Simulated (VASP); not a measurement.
# Os (Im-3m) in VASP: notebook

Os is run at these levels: LDA; tasks: single point, relaxation of cell and atoms.

Everything below comes from runs of VASP 6.6.1. Logs are shortened: lines on timing, memory, paths and dates and some standing lists are left out, and cuts for length are marked.

## (1) The cell of the first run

It takes space group Im-3m (No. 229, cubic). The conventional cell has a = 3.047 Å, b = 3.047 Å, c = 3.047 Å, α = 90.00°, β = 90.00°, γ = 90.00°. Os (site symmetry m-3m) has 14 Os at 2.64 to 3.05 Å within 3.5 Å.

This isn't the form of Os at room conditions, which is hcp.

## (2) Single point, LDA

INCAR reads:

```
SYSTEM = Os
PREC = Accurate
ENCUT = 600
EDIFF = 1E-6
ISMEAR = -1
SIGMA = 0.05
LREAL = .FALSE.
LASPH = .TRUE.
NELM = 120
ALGO = Normal
ISIF = 2
LWAVE = .FALSE.
LCHARG = .FALSE.
GGA = CA
NBANDS = 10
GGA_COMPAT = .FALSE.
```

KPOINTS reads:

```
Automatic mesh
0
G
  10 10 10
  0 0 0
```

POSCAR reads:

```
Os
1.0
   -1.5234093896      1.5234093896      1.5234093896
    1.5234093896     -1.5234093896      1.5234093896
    1.5234093896      1.5234093896     -1.5234093896
Os
1
Direct
    0.0000000000      0.0000000000      0.0000000000
```

Potentials or basis: VASP PAW LDA potentials, release 64 (Os).

The run is started by

```bash
$ cat potpaw_LDA.64/Os/POTCAR > POTCAR
$ mpirun -np 1 vasp_std > vasp.out
```

OUTCAR:

```text
SYSTEM = Os
   PREC = Accurate
   ENCUT = 600
   EDIFF = 1E-6
   ISMEAR = -1
   LREAL = .FALSE.
   LASPH = .TRUE.
   NELM = 120
   ISIF = 2
   GGA = CA

 ion  position               nearest neighbor table
   1  0.000  0.000  0.000-

  LATTYP: Found a body centered cubic cell.
 ALAT       =     3.0468187792

  Lattice vectors:

 A1 = (  -1.5234093896,   1.5234093896,   1.5234093896)
 A2 = (   1.5234093896,  -1.5234093896,   1.5234093896)
 A3 = (   1.5234093896,   1.5234093896,  -1.5234093896)

Analysis of symmetry for initial positions (statically):
=====================================================================
 Subroutine PRICEL returns:
 Original cell was already a primitive cell.

 Routine SETGRP: Setting up the symmetry group for a
 body centered cubic supercell.

 Subroutine GETGRP returns: Found 48 space group operations
 (whereof 48 operations were pure point group operations)
 out of a pool of 48 trial point group operations.

The static configuration has the point symmetry O_h .

Analysis of symmetry for dynamics (positions and initial velocities):
=====================================================================
 Subroutine PRICEL returns:
 Original cell was already a primitive cell.

 Routine SETGRP: Setting up the symmetry group for a
 body centered cubic supercell.

 Subroutine GETGRP returns: Found 48 space group operations
 (whereof 48 operations were pure point group operations)
 out of a pool of 48 trial point group operations.

The dynamic configuration has the point symmetry O_h .

 Subroutine INISYM returns: Found 48 space group operations
 (whereof 48 operations are pure point group operations),
 and found     1 'primitive' translations

----------------------------------------------------------------------------------------

                                     Primitive cell

  volume of cell :      14.1420

  direct lattice vectors                    reciprocal lattice vectors
    -1.523409390  1.523409390  1.523409390     0.000000000  0.328211184  0.328211184
     1.523409390 -1.523409390  1.523409390     0.328211184  0.000000000  0.328211184
     1.523409390  1.523409390 -1.523409390     0.328211184  0.328211184  0.000000000

  length of vectors
     2.638622464  2.638622464  2.638622464     0.464160708  0.464160708  0.464160708

  position of ions in fractional coordinates (direct lattice)
     0.000000000  0.000000000  0.000000000

  ion indices of the primitive-cell ions
   primitive index   ion index
                 1           1

----------------------------------------------------------------------------------------

 KPOINTS: Automatic mesh

Automatic generation of k-mesh.
 Grid dimensions read from file:
 generate k-points for:   10   10   10

 Generating k-lattice:

  Cartesian coordinates                     Fractional coordinates (reciprocal lattice)
     0.000000000  0.032821118  0.032821118     0.100000000  0.000000000  0.000000000
     0.032821118  0.000000000  0.032821118     0.000000000  0.100000000  0.000000000
     0.032821118  0.032821118  0.000000000     0.000000000  0.000000000  0.100000000

  Length of vectors
     0.046416071  0.046416071  0.046416071

  Shift w.r.t. Gamma in fractional coordinates (k-lattice)
     0.000000000  0.000000000  0.000000000

 Subroutine IBZKPT returns following result:
 ===========================================

 Found     47 irreducible k-points:

 Following reciprocal coordinates:
            Coordinates               Weight
  0.000000  0.000000  0.000000      1.000000
  0.100000  0.000000  0.000000     12.000000
  0.200000  0.000000  0.000000     12.000000
  0.300000  0.000000  0.000000     12.000000
  0.400000  0.000000  0.000000     12.000000
  0.500000  0.000000  0.000000      6.000000
[... 16 lines left out ...]
  0.300000  0.300000  0.100000      8.000000
 -0.300000  0.300000  0.100000     24.000000
 [... further k-points ...]
   k-points           NKPTS =     47   k-points in BZ     NKDIM =     47   number of bands    NBANDS=     10
   number of dos      NEDOS =    301   number of ions     NIONS =      1
   total plane-waves  NPLWV =  13824
   dimension x,y,z NGX =    24 NGY =   24 NGZ =   24
   dimension x,y,z NGXF=    48 NGYF=   48 NGZF=   48
   ions per type =               1
   NGX,Y,Z   is equivalent  to a cutoff of  15.12, 15.12, 15.12 a.u.
   NGXF,Y,Z  is equivalent  to a cutoff of  30.24, 30.24, 30.24 a.u.
 SYSTEM =  Os
   PREC   = accura    normal or accurate (medium, high low for compatibility)
   ISTART =      0    job   : 0-new  1-cont  2-samecut
   ICHARG =      2    charge: 1-file 2-atom 10-const
   ISPIN  =      1    spin polarized calculation?
   LNONCOLLINEAR =      F non collinear calculations
   LSORBIT =      F    spin-orbit coupling
   LASPH  =      T    aspherical Exc in radial PAW
   ENCUT  =  600.0 eV  44.10 Ry    6.64 a.u.   5.27  5.27  5.27*2*pi/ulx,y,z
   NELM   =    120;   NELMIN=  2; NELMDL= -5     # of ELM steps
   EDIFF  = 0.1E-05   stopping-criterion for ELM
   LREAL  =      F    real-space projection
   EDIFFG = 0.1E-04   stopping-criterion for IOM
   NSW    =      0    number of steps for IOM
   IBRION =     -1    ionic relax: 0-MD 1-quasi-New 2-CG
   NFREE  =      0    steps in history (QN), initial steepest desc. (CG)
   ISIF   =      2    stress and relaxation
   ISYM   =      2    0-nonsym 1-usesym 2-fastsym
   POTIM  = 0.5000    time-step for ionic-motion
   TEBEG  =    0.0;   TEEND  =   0.0 temperature during run
   PSTRESS=    0.0 pullay stress
   NELECT =       8.0000    total number of electrons
   NUPDOWN=      -1.0000    fix difference up-down
   EMIN   =  10.00;   EMAX   =-10.00  energy-range for DOS
   EFERMI =   0.00;   METHOD = LEGACY
   ISMEAR =    -1;   SIGMA  =   0.05  broadening in eV -4-tet -1-fermi 0-gaus
   EFERMI_NEDOS =   21; number of points for ismear=-14 and -15
   IALGO  =     38    algorithm
   IMIX   =      4    mixing-type and parameters
     AMIX     =   0.40;   BMIX     =  1.00
     AMIX_MAG =   1.60;   BMIX_MAG =  1.00
  volume/ion in A,a.u.               =      14.14        95.43
  Fermi-wavevector in a.u.,A,eV,Ry     =   1.353947  2.558588 24.941811  1.833171
  Thomas-Fermi vector in A             =   2.481159
   LORBIT       =      0    0 simple, 1 ext, 2 COOP (PROOUT), +10 PAW based schemes
   GGA     = CA    functional components
   LHFCALC =     F    Hartree Fock is set to
   AEXX    =    0.0000 exact exchange contribution
   IVDW    =     0    specifies the selected vdW correction
   LEPSILON=     F    determine dielectric tensor
   LRPA    =     F    only Hartree local field effects (RPA)
 non-spin polarized calculation
  energy-cutoff  :      600.00
  volume of cell :       14.14
 maximum number of plane-waves:       490
 NGX is ok and might be reduce to    24
   NGX = 11   NGY = 11   NGZ = 11

 number of electron       8.0000000 magnetization

 Free energy of the ion-electron system (eV)
  ---------------------------------------------------
  ext. energy  EPLUGINS =         0.00000000
  ---------------------------------------------------
  free energy    TOTEN  =       -11.73096142 eV

  energy without entropy =      -11.72005843  energy(sigma->0) =      -11.72550993

 E-fermi :   9.4759     XC(G=0): -14.1094

 val. band max:        9.4203349463   @ k =   0.1000   0.0000   0.0000
 cond. band min:       9.4990047971   @ k =   0.3000   0.1000   0.1000
 fundamental gap:      0.0786698509
 Fermi energy:         9.4759165544

 k-point     1 :       0.0000    0.0000    0.0000
  band No.  band energies     occupation
      1      -1.5475      2.00000
      2       6.0466      2.00000
      3       6.0466      2.00000
      4       6.0466      2.00000
      5       9.4029      1.62313
      6       9.4029      1.62313
      7      25.8107      0.00000
      8      25.8107      0.00000
      9      25.8107      0.00000
     10      38.0377      0.00000

 k-point     2 :       0.1000    0.0000    0.0000
  band No.  band energies     occupation
      1      -1.0643      2.00000
      2       5.8017      2.00000
      3       6.0097      2.00000
      4       6.5032      2.00000
      5       9.0810      1.99926
      6       9.4203      1.50487
      7      26.1198      0.00000
      8      26.6079      0.00000
      9      26.6454      0.00000
     10      34.7646      0.00000

 k-point     3 :       0.2000    0.0000    0.0000
  band No.  band energies     occupation
      1       0.1893      2.00000
      2       5.2123      2.00000
      3       5.8231      2.00000
      4       7.8151      2.00000
      5       8.7580      2.00000
      6       9.5068      0.70047
      7      26.1055      0.00000
      8      27.1782      0.00000
      9      28.8228      0.00000
     10      32.7574      0.00000

 k-point     4 :       0.3000    0.0000    0.0000
  band No.  band energies     occupation
      1       1.3966      2.00000
      2       4.5656      2.00000
      3       6.1182      2.00000
      4       8.9942      1.99987
      5       9.7032      0.02098
      6       9.7742      0.00511
      7      24.2544      0.00000
      8      24.4518      0.00000
      9      32.0412      0.00000
     10      32.2772      0.00000

 k-point     5 :       0.4000    0.0000    0.0000
  band No.  band energies     occupation
      1       1.6475      2.00000
      2       4.0934      2.00000
      3       7.8224      2.00000
      4       9.4112      1.56982
      5       9.9502      0.00015
      6      11.8600      0.00000
      7      20.6210      0.00000
      8      22.7303      0.00000
      9      28.4902      0.00000
     10      35.0333      0.00000

 k-point     6 :       0.5000    0.0000    0.0000
  band No.  band energies     occupation
      1       1.5829      2.00000
      2       3.9230      2.00000
      3       9.2758      1.96410
      4       9.4029      1.62324
      5      10.0705      0.00001
      6      12.8890      0.00000
      7      18.8179      0.00000
      8      22.0602      0.00000
      9      26.8650      0.00000
     10      34.1243      0.00000

 k-point     7 :       0.1000    0.1000    0.0000
  band No.  band energies     occupation
      1      -0.1765      2.00000
      2       5.5180      2.00000
      3       5.6682      2.00000
      4       7.4852      2.00000
      5       8.6643      2.00000
      6       9.5679      0.27401
      7      26.6954      0.00000
      8      27.2515      0.00000
      9      27.7495      0.00000
     10      32.3950      0.00000

 k-point     8 :       0.2000    0.1000    0.0000
  band No.  band energies     occupation
      1       1.2029      2.00000
      2       4.9221      2.00000
      3       5.4292      2.00000
      4       8.5623      2.00000
      5       9.2794      1.96148
      6       9.8126      0.00238
      7      25.3545      0.00000
      8      26.3287      0.00000
      9      29.5038      0.00000
     10      31.2933      0.00000

 k-point     9 :       0.3000    0.1000    0.0000
  band No.  band energies     occupation
      1       1.9742      2.00000
      2       4.3683      2.00000
      3       6.2388      2.00000
      4       8.9888      1.99988
      5      10.0193      0.00004
      6      11.5506      0.00000
      7      22.0702      0.00000
      8      24.0617      0.00000
      9      28.6334      0.00000
     10      32.4546      0.00000
[... 118 lines left out ...]
 k-point    19 :      -0.1000    0.1000    0.1000
  band No.  band energies     occupation
      1      -0.5922      2.00000
      2       6.0487      2.00000
      3       6.0487      2.00000
      4       6.4841      2.00000
      5       8.3179      2.00000
      6       9.8040      0.00282
      7      26.7444      0.00000
      8      27.3529      0.00000
      9      27.3529      0.00000
     10      31.1144      0.00000

 k-point    20 :       0.2000    0.2000    0.1000
  band No.  band energies     occupation
      1       3.3460      2.00000
      2       4.3542      2.00000
      3       4.8275      2.00000
      4       9.5490      0.37644
      5       9.9844      0.00008
      6      14.3416      0.00000
      7      20.4455      0.00000
      8      23.7381      0.00000
      9      24.5507      0.00000
     10      31.3932      0.00000

 k-point    21 :       0.3000    0.2000    0.1000
  band No.  band energies     occupation
      1       3.3445      2.00000
      2       4.2560      2.00000
      3       6.0154      2.00000
      4       9.7753      0.00501
      5      10.1403      0.00000
      6      16.4783      0.00000
      7      17.6587      0.00000
      8      22.1486      0.00000
      9      24.1185      0.00000
     10      33.6652      0.00000

 k-point    22 :      -0.2000    0.2000    0.1000
  band No.  band energies     occupation
      1       0.6341      2.00000
      2       5.6216      2.00000
      3       5.9139      2.00000
      4       7.6719      2.00000
      5       7.6893      2.00000
      6      10.0896      0.00001
      7      26.5998      0.00000
      8      27.4179      0.00000
      9      29.3375      0.00000
     10      30.4895      0.00000

 k-point    23 :       0.3000    0.3000    0.1000
  band No.  band energies     occupation
      1       3.5129      2.00000
      2       5.2055      2.00000
      3       5.2055      2.00000
      4      10.0509      0.00002
      5      10.0509      0.00002
      6      16.1525      0.00000
      7      19.5936      0.00000
      8      19.5936      0.00000
      9      24.4027      0.00000
     10      34.6817      0.00000

 k-point    24 :      -0.3000    0.3000    0.1000
  band No.  band energies     occupation
      1       1.8392      2.00000
      2       5.0146      2.00000
      3       5.7241      2.00000
      4       8.1851      2.00000
      5       9.6368      0.07705
      6      10.3122      0.00000
      7      23.6581      0.00000
      8      26.0424      0.00000
      9      30.5715      0.00000
     10      32.6432      0.00000

 [... further k-points ...]
[... 5 lines left out ...]
  --------------------------------------------------------------------------------------
  -------------------------------------------------------------------------------------
  Total        0.1174841      0.1174841      0.1174841      0.0000000      0.0000000     -0.0000000
  in kB       13.3100580     13.3100580     13.3100580      0.0000000      0.0000000     -0.0000000
  external PRESSURE =      13.3100580 kB  Pullay stress =       0.0000000 kB

 VOLUME and BASIS-vectors are now :
 -----------------------------------------------------------------------------
  energy-cutoff  :      600.00
  volume of cell :       14.14
      direct lattice vectors                 reciprocal lattice vectors
    -1.523409390  1.523409390  1.523409390     0.000000000  0.328211184  0.328211184
     1.523409390 -1.523409390  1.523409390     0.328211184  0.000000000  0.328211184
     1.523409390  1.523409390 -1.523409390     0.328211184  0.328211184  0.000000000

 POSITION                                       TOTAL-FORCE (eV/Angst)
 -----------------------------------------------------------------------------------
      0.00000      0.00000      0.00000        -0.000000     -0.000000      0.000000
 -----------------------------------------------------------------------------------
    total drift:                                0.000000      0.000000     -0.000000

  FREE ENERGIE OF THE ION-ELECTRON SYSTEM (eV)
  ---------------------------------------------------
  free  energy   TOTEN  =       -11.7309614224 eV

  energy  without entropy=      -11.7200584296  energy(sigma->0) =      -11.72550993
```

Wall time 4.3 s (1 thread of Intel Xeon 6975P-C (Granite Rapids), shared host); peak memory 0.13 GiB.

What came out:

```yaml
Free_energy: -11.7310 eV
Pressure: 1.3 GPa
Band_gap_on_the_k_mesh: zero (bands 4 and 5 overlap by 4.33 eV)
```

Levels at points of the mesh, in eV from the Fermi level:
```
           k point  band 1  band 2  band 3  band 4  band 5  band 6  band 7  band 8
(0.00, 0.00, 0.00)  -11.02   -3.43   -3.43   -3.43   -0.07   -0.07   16.33   16.33
(0.50, 0.00, 0.00)   -7.89   -5.55   -0.20   -0.07    0.59    3.41    9.34   12.58
(0.50, 0.50, 0.50)   -7.54   -7.54    2.54    2.54    2.54    8.11    8.11    8.11
```

Caveat: spin-orbit coupling is left out, which moves the levels of the heavy elements.

## (3) Relaxation of cell and atoms, LDA

This run uses another cell than the first one, of 14.05 Å³/atom.

INCAR reads:

```
SYSTEM = Os
PREC = Accurate
ENCUT = 600
EDIFF = 1E-7
ISMEAR = -1
SIGMA = 0.05
LREAL = .FALSE.
LASPH = .TRUE.
NELM = 120
ALGO = Normal
ISIF = 3
LWAVE = .FALSE.
LCHARG = .FALSE.
GGA = CA
IBRION = 2
NSW = 80
EDIFFG = -0.03
GGA_COMPAT = .FALSE.
NELMIN = 4
```

KPOINTS is that of step 2.

POSCAR reads:

```
Os
1.0
   -1.5200000000      1.5200000000      1.5200000000
    1.5200000000     -1.5200000000      1.5200000000
    1.5200000000      1.5200000000     -1.5200000000
Os
1
Direct
    0.0000000000      0.0000000000      0.0000000000
```

Potentials or basis: VASP PAW LDA potentials, release 64 (Os).

The run is started by

```bash
$ cat potpaw_LDA.64/Os/POTCAR > POTCAR
$ mpirun -np 1 vasp_std > vasp.out
```

It took 8.6 s on 1 thread of Intel Xeon 6975P-C (Granite Rapids), shared host; peak memory 0.14 GiB.

Results (log left out):

| Quantity | Value |
| --- | --- |
| Free energy | -11.7311 eV |
| Relaxed volume | 14.19 Å³/atom |
| Relaxed cell | a = 2.642 Å, b = 2.642 Å, c = 2.642 Å, α = 109.47°, β = 109.47°, γ = 109.47° |
| Space group after relaxing (to 0.1 Å) | Im-3m (No. 229) |
| Energy gained by relaxing | 1.8 meV/atom |
| Ionic steps | 3 |
| Pressure after relaxing | -0.1 GPa |
| Band gap on the k mesh | zero (bands 4 and 5 overlap by 4.31 eV) |

Step by step:
```csv
step,energy change (eV),largest force (eV/Å),pressure (GPa),volume (Å³)
1,0.0000,0.0000,4.14,14.05
2,0.0290,0.0000,-15.47,14.80
3,-0.0018,0.0000,-0.08,14.19
```

Final structure:
```
CELL_PARAMETERS angstrom
-1.52515 1.52515 1.52515
1.52515 -1.52515 1.52515
1.52515 1.52515 -1.52515
ATOMIC_POSITIONS crystal
Os 0.00000 0.00000 0.00000
```

Levels at points of the mesh, in eV from the Fermi level:
| k point | band 1 | band 2 | band 3 | band 4 | band 5 | band 6 | band 7 | band 8 |
| --- | --- | --- | --- | --- | --- | --- | --- | --- |
| (0.00, 0.00, 0.00) | -10.99 | -3.41 | -3.41 | -3.41 | -0.07 | -0.07 | 16.33 | 16.33 |
| (0.50, 0.00, 0.00) | -7.86 | -5.53 | -0.20 | -0.07 | 0.59 | 3.39 | 9.30 | 12.58 |
| (0.50, 0.50, 0.50) | -7.50 | -7.50 | 2.53 | 2.53 | 2.53 | 8.09 | 8.09 | 8.09 |

Caveat: spin-orbit coupling is left out, which moves the levels of the heavy elements.
